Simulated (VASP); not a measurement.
# MgGaC4N4 (P-43m) in VASP: single point with PBE

Aim: the single point of MgGaC4N4 with PBE.

Everything below comes from runs of VASP 6.6.1. Logs are shortened: lines on timing, memory, paths and dates and some standing lists are left out, and cuts for length are marked.

**1. The cell of the first run**

Symmetry: P-43m, No. 215, cubic system. The conventional cell has a = 5.929 Å, b = 5.929 Å, c = 5.929 Å, α = 90.00°, β = 90.00°, γ = 90.00°. Mg (site symmetry -43m) has 4 C at 1.98 Å within 2.6 Å. Within 2.6 Å of Ga (site symmetry -43m) lie 4 N at 1.98 Å. C (site symmetry 3m) has 1 N at 1.17 Å within 1.6 Å. Within 1.6 Å of N (site symmetry 3m) lie 1 C at 1.17 Å.

**2. Single point, PBE**

INCAR

```
SYSTEM = MgGaC4N4
  ALGO = Normal
  EDIFF = 1E-6
  ENCUT = 1330
  GGA = PE
  GGA_COMPAT = .FALSE.
  ISIF = 2
  ISMEAR = 0
  LASPH = .TRUE.
  LCHARG = .FALSE.
  LREAL = .FALSE.
  LWAVE = .FALSE.
  NBANDS = 40
  NELM = 120
  PREC = Accurate
  SIGMA = 0.1
```

KPOINTS

```
k-points
0
G
  4 4 4
  0 0 0
```

POSCAR

```
MgGaC4N4
1.0
    5.9293872600      0.0000000000      0.0000000000
    0.0000000000      5.9293872600      0.0000000000
    0.0000000000      0.0000000000      5.9293872600
Mg Ga C N
1 1 4 4
Direct
    0.0000000000      0.0000000000      0.0000000000
    0.5000000000      0.5000000000      0.5000000000
    0.1927945500      0.1927945500      0.1927945500
    0.1927945500      0.8072054500      0.8072054500
    0.8072054500      0.1927945500      0.8072054500
    0.8072054500      0.8072054500      0.1927945500
    0.3067186000      0.3067186000      0.3067186000
    0.3067186000      0.6932814000      0.6932814000
    0.6932814000      0.3067186000      0.6932814000
    0.6932814000      0.6932814000      0.3067186000
```

Potentials or basis: VASP PAW PBE potentials, release 64 (Mg_sv, Ga_d, C_h, N_h).

On the command line:

```console
cat potpaw_PBE.64/Mg_sv/POTCAR potpaw_PBE.64/Ga_d/POTCAR potpaw_PBE.64/C_h/POTCAR potpaw_PBE.64/N_h/POTCAR > POTCAR
mpirun -np 1 vasp_std > vasp.out
```

OUTCAR:

```text
SYSTEM = MgGaC4N4
   EDIFF = 1E-6
   ENCUT = 1330
   GGA = PE
   ISIF = 2
   ISMEAR = 0
   LASPH = .TRUE.
   LREAL = .FALSE.
   NELM = 120
   PREC = Accurate

 ion  position               nearest neighbor table
   1  0.000  0.000  0.000-
   2  0.500  0.500  0.500-   7 1.98   8 1.98   9 1.98  10 1.98
   3  0.193  0.193  0.193-   7 1.17
   4  0.193  0.807  0.807-   8 1.17
   5  0.807  0.193  0.807-   9 1.17
   6  0.807  0.807  0.193-  10 1.17
   7  0.307  0.307  0.307-   3 1.17   2 1.98
   8  0.307  0.693  0.693-   4 1.17   2 1.98
   9  0.693  0.307  0.693-   5 1.17   2 1.98
  10  0.693  0.693  0.307-   6 1.17   2 1.98

  LATTYP: Found a simple cubic cell.
 ALAT       =     5.9293872600

  Lattice vectors:

 A1 = (   5.9293872600,   0.0000000000,   0.0000000000)
 A2 = (   0.0000000000,   5.9293872600,   0.0000000000)
 A3 = (   0.0000000000,   0.0000000000,   5.9293872600)

Analysis of symmetry for initial positions (statically):
=====================================================================
 Subroutine PRICEL returns:
 Original cell was already a primitive cell.

 Routine SETGRP: Setting up the symmetry group for a
 simple cubic supercell.

 Subroutine GETGRP returns: Found 24 space group operations
 (whereof 24 operations were pure point group operations)
 out of a pool of 48 trial point group operations.

The static configuration has the point symmetry T_d .

Analysis of symmetry for dynamics (positions and initial velocities):
=====================================================================
 Subroutine PRICEL returns:
 Original cell was already a primitive cell.

 Routine SETGRP: Setting up the symmetry group for a
 simple cubic supercell.

 Subroutine GETGRP returns: Found 24 space group operations
 (whereof 24 operations were pure point group operations)
 out of a pool of 48 trial point group operations.

The dynamic configuration has the point symmetry T_d .

 Subroutine INISYM returns: Found 24 space group operations
 (whereof 24 operations are pure point group operations),
 and found     1 'primitive' translations

----------------------------------------------------------------------------------------

                                     Primitive cell

  volume of cell :     208.4632

  direct lattice vectors                    reciprocal lattice vectors
     5.929387260  0.000000000  0.000000000     0.168651491  0.000000000  0.000000000
     0.000000000  5.929387260  0.000000000     0.000000000  0.168651491  0.000000000
     0.000000000  0.000000000  5.929387260     0.000000000  0.000000000  0.168651491

  length of vectors
     5.929387260  5.929387260  5.929387260     0.168651491  0.168651491  0.168651491

  position of ions in fractional coordinates (direct lattice)
     0.000000000  0.000000000  0.000000000
     0.500000000  0.500000000  0.500000000
     0.192794550  0.192794550  0.192794550
     0.192794550  0.807205450  0.807205450
     0.807205450  0.192794550  0.807205450
     0.807205450  0.807205450  0.192794550
     0.306718600  0.306718600  0.306718600
     0.306718600  0.693281400  0.693281400
     0.693281400  0.306718600  0.693281400
     0.693281400  0.693281400  0.306718600

  ion indices of the primitive-cell ions
   primitive index   ion index
                 1           1
                 2           2
                 3           3
                 4           4
                 5           5
                 6           6
                 7           7
                 8           8
                 9           9
                10          10

----------------------------------------------------------------------------------------

 KPOINTS: k-points

Automatic generation of k-mesh.
 Grid dimensions read from file:
 generate k-points for:    4    4    4

 Generating k-lattice:

  Cartesian coordinates                     Fractional coordinates (reciprocal lattice)
     0.042162873  0.000000000  0.000000000     0.250000000  0.000000000  0.000000000
     0.000000000  0.042162873  0.000000000     0.000000000  0.250000000  0.000000000
     0.000000000  0.000000000  0.042162873     0.000000000  0.000000000  0.250000000

  Length of vectors
     0.042162873  0.042162873  0.042162873

  Shift w.r.t. Gamma in fractional coordinates (k-lattice)
     0.000000000  0.000000000  0.000000000

 Subroutine IBZKPT returns following result:
 ===========================================

 Found     10 irreducible k-points:

 Following reciprocal coordinates:
            Coordinates               Weight
  0.000000  0.000000  0.000000      1.000000
  0.250000  0.000000  0.000000      6.000000
  0.500000  0.000000  0.000000      3.000000
  0.250000  0.250000  0.000000     12.000000
  0.500000  0.250000  0.000000     12.000000
  0.500000  0.500000  0.000000      3.000000
  0.250000  0.250000  0.250000      8.000000
  0.500000  0.250000  0.250000     12.000000
  0.500000  0.500000  0.250000      6.000000
  0.500000  0.500000  0.500000      1.000000
   k-points           NKPTS =     10   k-points in BZ     NKDIM =     10   number of bands    NBANDS=     40
   number of dos      NEDOS =    301   number of ions     NIONS =     10
   total plane-waves  NPLWV = 373248
   dimension x,y,z NGX =    72 NGY =   72 NGZ =   72
   dimension x,y,z NGXF=   144 NGYF=  144 NGZF=  144
   ions per type =               1   1   4   4
   NGX,Y,Z   is equivalent  to a cutoff of  20.19, 20.19, 20.19 a.u.
   NGXF,Y,Z  is equivalent  to a cutoff of  40.37, 40.37, 40.37 a.u.
 SYSTEM =  MgGaC4N4
   PREC   = accura    normal or accurate (medium, high low for compatibility)
   ISTART =      0    job   : 0-new  1-cont  2-samecut
   ICHARG =      2    charge: 1-file 2-atom 10-const
   ISPIN  =      1    spin polarized calculation?
   LNONCOLLINEAR =      F non collinear calculations
   LSORBIT =      F    spin-orbit coupling
   LASPH  =      T    aspherical Exc in radial PAW
   ENCUT  = 1330.0 eV  97.75 Ry    9.89 a.u.  17.63 17.63 17.63*2*pi/ulx,y,z
   NELM   =    120;   NELMIN=  2; NELMDL= -5     # of ELM steps
   EDIFF  = 0.1E-05   stopping-criterion for ELM
   LREAL  =      F    real-space projection
   EDIFFG = 0.1E-04   stopping-criterion for IOM
   NSW    =      0    number of steps for IOM
   IBRION =     -1    ionic relax: 0-MD 1-quasi-New 2-CG
   NFREE  =      0    steps in history (QN), initial steepest desc. (CG)
   ISIF   =      2    stress and relaxation
   ISYM   =      2    0-nonsym 1-usesym 2-fastsym
   POTIM  = 0.5000    time-step for ionic-motion
   TEBEG  =    0.0;   TEEND  =   0.0 temperature during run
   PSTRESS=    0.0 pullay stress
   NELECT =      59.0000    total number of electrons
   NUPDOWN=      -1.0000    fix difference up-down
   EMIN   =  10.00;   EMAX   =-10.00  energy-range for DOS
   EFERMI =   0.00;   METHOD = LEGACY
   ISMEAR =     0;   SIGMA  =   0.10  broadening in eV -4-tet -1-fermi 0-gaus
   EFERMI_NEDOS =   21; number of points for ismear=-14 and -15
   IALGO  =     38    algorithm
   IMIX   =      4    mixing-type and parameters
     AMIX     =   0.40;   BMIX     =  1.00
     AMIX_MAG =   1.60;   BMIX_MAG =  1.00
  volume/ion in A,a.u.               =      20.85       140.68
  Fermi-wavevector in a.u.,A,eV,Ry     =   1.074853  2.031177 15.718929  1.155309
  Thomas-Fermi vector in A             =   2.210693
   LORBIT       =      0    0 simple, 1 ext, 2 COOP (PROOUT), +10 PAW based schemes
   GGA     = PE    functional components
   LHFCALC =     F    Hartree Fock is set to
   AEXX    =    0.0000 exact exchange contribution
   IVDW    =     0    specifies the selected vdW correction
   LEPSILON=     F    determine dielectric tensor
   LRPA    =     F    only Hartree local field effects (RPA)
 non-spin polarized calculation
 Gauss-broadening in eV      SIGMA  =   0.10
  energy-cutoff  :     1330.00
  volume of cell :      208.46
 maximum number of plane-waves:     23024
 NGX is ok and might be reduce to    72
   NGX = 35   NGY = 35   NGZ = 35

 number of electron      58.9999997 magnetization

 Free energy of the ion-electron system (eV)
  ---------------------------------------------------
  ext. energy  EPLUGINS =         0.00000000
  ---------------------------------------------------
  free energy    TOTEN  =       -70.24035071 eV

  energy without entropy =      -70.19620205  energy(sigma->0) =      -70.21827638

 E-fermi :   2.1680     XC(G=0):  -7.0545

 val. band max:        2.1543329729   @ k =   0.2500   0.0000   0.0000
 cond. band min:       2.2537701915   @ k =   0.2500   0.2500   0.0000
 fundamental gap:      0.0994372187
 Fermi energy:         2.1680455932

 k-point     1 :       0.0000    0.0000    0.0000
  band No.  band energies     occupation
      1     -73.6646      2.00000
      2     -40.4268      2.00000
      3     -40.4268      2.00000
      4     -40.4268      2.00000
      5     -18.6382      2.00000
      6     -18.5122      2.00000
[... 32 lines left out ...]
     39       4.6359      0.00000
     40       7.5121      0.00000

 k-point     2 :       0.2500    0.0000    0.0000
  band No.  band energies     occupation
      1     -73.6646      2.00000
      2     -40.4268      2.00000
      3     -40.4268      2.00000
      4     -40.4268      2.00000
      5     -18.6249      2.00000
      6     -18.5252      2.00000
[... 32 lines left out ...]
     39       4.7335      0.00000
     40       6.7134      0.00000

 k-point     3 :       0.5000    0.0000    0.0000
  band No.  band energies     occupation
      1     -73.6646      2.00000
      2     -40.4268      2.00000
      3     -40.4268      2.00000
      4     -40.4268      2.00000
      5     -18.6064      2.00000
      6     -18.5433      2.00000
[... 251 lines left out ...]
  band No.  band energies     occupation
      1     -73.6646      2.00000
      2     -40.4268      2.00000
      3     -40.4268      2.00000
      4     -40.4268      2.00000
      5     -18.5898      2.00000
      6     -18.5274      2.00000
[... 32 lines left out ...]
     39       5.9715      0.00000
     40       6.1194      0.00000

 k-point    10 :       0.5000    0.5000    0.5000
  band No.  band energies     occupation
      1     -73.6646      2.00000
      2     -40.4268      2.00000
      3     -40.4268      2.00000
      4     -40.4268      2.00000
      5     -18.5893      2.00000
      6     -18.5270      2.00000
[... 32 lines left out ...]
     39       5.7199      0.00000
     40       5.7199      0.00000

------------------------ aborting loop because EDIFF is reached ----------------------------------------

  FORCE on cell =-STRESS in cart. coord.  units (eV):
  Direction    XX          YY          ZZ          XY          YZ          ZX
  --------------------------------------------------------------------------------------
  -------------------------------------------------------------------------------------
  Total        3.2362053      3.2362053      3.2362053      0.0000000      0.0000000     -0.0000000
  in kB       24.8723716     24.8723716     24.8723716      0.0000000      0.0000000     -0.0000000
  external PRESSURE =      24.8723716 kB  Pullay stress =       0.0000000 kB

 VOLUME and BASIS-vectors are now :
 -----------------------------------------------------------------------------
  energy-cutoff  :     1330.00
  volume of cell :      208.46
      direct lattice vectors                 reciprocal lattice vectors
     5.929387260  0.000000000  0.000000000     0.168651491  0.000000000  0.000000000
     0.000000000  5.929387260  0.000000000     0.000000000  0.168651491  0.000000000
     0.000000000  0.000000000  5.929387260     0.000000000  0.000000000  0.168651491

 POSITION                                       TOTAL-FORCE (eV/Angst)
 -----------------------------------------------------------------------------------
      0.00000      0.00000      0.00000         0.000000      0.000000     -0.000000
      2.96469      2.96469      2.96469         0.000000      0.000000     -0.000000
      1.14315      1.14315      1.14315         0.715327      0.715327      0.715327
      1.14315      4.78623      4.78623         0.715327     -0.715327     -0.715327
      4.78623      1.14315      4.78623        -0.715327      0.715327     -0.715327
      4.78623      4.78623      1.14315        -0.715327     -0.715327      0.715327
      1.81865      1.81865      1.81865         1.331908      1.331908      1.331908
      1.81865      4.11073      4.11073         1.331908     -1.331908     -1.331908
      4.11073      1.81865      4.11073        -1.331908      1.331908     -1.331908
      4.11073      4.11073      1.81865        -1.331908     -1.331908      1.331908
 -----------------------------------------------------------------------------------
    total drift:                               -0.000000     -0.000000     -0.000000

  FREE ENERGIE OF THE ION-ELECTRON SYSTEM (eV)
  ---------------------------------------------------
  free  energy   TOTEN  =       -70.2403507108 eV

  energy  without entropy=      -70.1962020532  energy(sigma->0) =      -70.21827638
```

Wall time 6.4 min (1 thread of Intel Xeon Platinum 8259CL at 2.50GHz (Skylake/Cascade Lake), shared host); peak memory 0.93 GiB.

What came out:

```
Free energy            : -70.2404 eV
Pressure               : 2.5 GPa
Largest force          : 2.307 eV/Å
Band gap on the k mesh : zero (an odd number of electrons rules out a gap without spin polarisation)
```

Forces in eV/Å, atoms in the order of the input:
```
Mg   0.000  0.000  0.000
Ga   0.000  0.000  0.000
C    0.715  0.715  0.715
C    0.715 -0.715 -0.715
C   -0.715  0.715 -0.715
C   -0.715 -0.715  0.715
N    1.332  1.332  1.332
N    1.332 -1.332 -1.332
N   -1.332  1.332 -1.332
N   -1.332 -1.332  1.332
```

Levels at points of the mesh, in eV from the Fermi level:
```tsv
k point	band 26	band 27	band 28	band 29	band 30	band 31	band 32	band 33
(0.00, 0.00, 0.00)	-6.56	-6.40	-6.40	-6.40	-0.15	-0.15	-0.15	0.63
(0.50, 0.00, 0.00)	-6.61	-6.47	-6.11	-6.11	0.17	0.17	0.27	0.34
(0.50, 0.50, 0.00)	-6.58	-6.52	-6.10	-6.10	0.18	0.34	0.61	0.61
(0.50, 0.50, 0.50)	-6.43	-6.43	-6.43	-6.43	0.37	0.37	0.37	0.66
```

Caveat: an odd number of electrons without spin polarisation forces a metal; a magnetic or distorted state may lie lower.

The gap in the log of VASP goes by the Fermi energy; the results here count the filled bands.